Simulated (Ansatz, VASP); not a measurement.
## Two plane-wave programs on Ga3AsN2

Contents of INCAR:

```
PREC     = Accurate       # precision mode
ENCUT    = 520            # plane-wave cutoff, eV
EDIFF    = 1E-6           # SCF threshold, eV
ISMEAR   = -1             # smearing method
SIGMA    = 0.02           # smearing width, eV
LREAL    = False          # projectors in reciprocal space
LASPH    = True           # aspherical terms in the spheres
NELM     = 60             # most SCF steps
ALGO     = Normal         # electronic algorithm
ISIF     = 2              # what is computed and relaxed
LWAVE    = False          # write WAVECAR
LCHARG   = False          # write CHGCAR
GGA      = PE             # functional
NBANDS   = 36             # bands
```

Contents of KPOINTS:

```
Automatic mesh
0
Gamma
  9 9 4
```

Contents of POSCAR:

```
Ga3AsN2
1.0
    3.5019823924      0.0000000000      0.0000000000
   -1.7509911962      3.0328057155      0.0000000000
    0.0000000000      0.0000000000      8.8812404429
N As Ga
2 1 3
Direct
    0.0000000000      0.0000000000      0.0203313791
    0.3333333333      0.6666666667      0.3112960113
    0.6666666667      0.3333333333      0.6592585211
    0.3333333333      0.6666666667      0.0859687479
    0.6666666667      0.3333333333      0.3754390578
    0.0000000000      0.0000000000      0.7977062828
```

Input for Ansatz:

```yaml
crystal:
  lattice:
    - [3.5019823924, 0.0, 0.0]
    - [-1.7509911962, 3.0328057155, 0.0]
    - [0.0, 0.0, 8.8812404429]
  atoms:
    - { symbol: "N", position: [0.0, 0.0, 0.0203313791] }
    - { symbol: "N", position: [0.3333333333, 0.6666666667, 0.3112960113] }
    - { symbol: As, position: [0.6666666667, 0.3333333333, 0.6592585211] }
    - { symbol: Ga, position: [0.3333333333, 0.6666666667, 0.0859687479] }
    - { symbol: Ga, position: [0.6666666667, 0.3333333333, 0.3754390578] }
    - { symbol: Ga, position: [0.0, 0.0, 0.7977062828] }
kpoints:
  mp_grid: { grid: [9, 9, 4] }
hamiltonian:
  xc: pbe
scf:
  occupations: { method: fermi_dirac, width: 0.02 }
  n_extra_bands: 5
output:
  forces: true
  stress: true
  eigenvalues: true
```

Alike in both runs: task single point; functional PBE; k mesh 9 × 9 × 4; occupations fermi-dirac, width 0.02 eV; no spin polarisation.

|  | VASP | Ansatz |
| --- | --- | --- |
| version | VASP 6.6.1 | Ansatz 0.2.0 |
| potentials or method | VASP PAW PBE potentials, release 64 (N, As, Ga_d) | plane waves, PAW |
| plane-wave cutoff (eV) | 520 | 420 |
| valence electrons in the cell | 54 | 64 |

|  | VASP | Ansatz | Ansatz less VASP |
| --- | --- | --- | --- |
| pressure (GPa) | -2.8 | -3.1 | -0.24 |
| rms of the force components (eV/Å) | 0.057 | 0.058 | +0.0007 |

Atom by atom the forces differ by 0.003 eV/Å (rms over components). VASP's potentials hold 54 valence electrons a cell and Ansatz's 64, so a difference there can come from the potentials and not from the codes.
